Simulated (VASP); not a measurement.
Runs of VASP 6.6.1 on SnO2. The structure is that of space group P6_3/mmc (No. 194), or close to it. The cells are those of the table. 

| cell | gap on the mesh (eV) | pressure (GPa) | largest force (eV/Å) |
| --- | --- | --- | --- |
| a = 3.211, b = 3.211, c = 10.128 Å, angles 90.0, 90.0, 120.0°, 6 atoms | 2.02 | 2.3 | 0.31 |
| a = 3.254, b = 3.254, c = 9.861 Å, angles 90.0, 90.0, 120.0°, 6 atoms | (a) | 0.0 | 0.35 |
| a = 3.254, b = 3.254, c = 10.061 Å, angles 90.0, 90.0, 120.0°, 6 atoms | (b) | -1.6 | 0.12 |
| a = 3.126, b = 3.126, c = 10.684 Å, angles 90.0, 90.0, 120.0°, 6 atoms | 2.62 | 7.1 | 0.16 |
| a = 3.168, b = 3.168, c = 10.402 Å, angles 90.0, 90.0, 120.0°, 6 atoms | 2.33 | 4.7 | 0.25 |

Alike in all rows: task single point; level PBE+D3(BJ); potentials or basis VASP PAW PBE potentials, release 64 (Sn_d, O); no spin polarisation; k mesh 12 × 12 × 4; cutoff (eV) 520; smearing gaussian 0.05 eV.

Estimate the missing entries.

(a) 1.69; (b) 1.74.

Caveats: spin-orbit coupling is left out, which moves the levels of the heavy elements; the stress differs along the axes, from -2 to 3 GPa (at least some runs); the stress differs along the axes, from 0 to 10 GPa (at least some runs); the cell stands under pressure (at least some runs).

A k mesh can miss the band edges, and the runs leave out spin-orbit coupling on Sn.
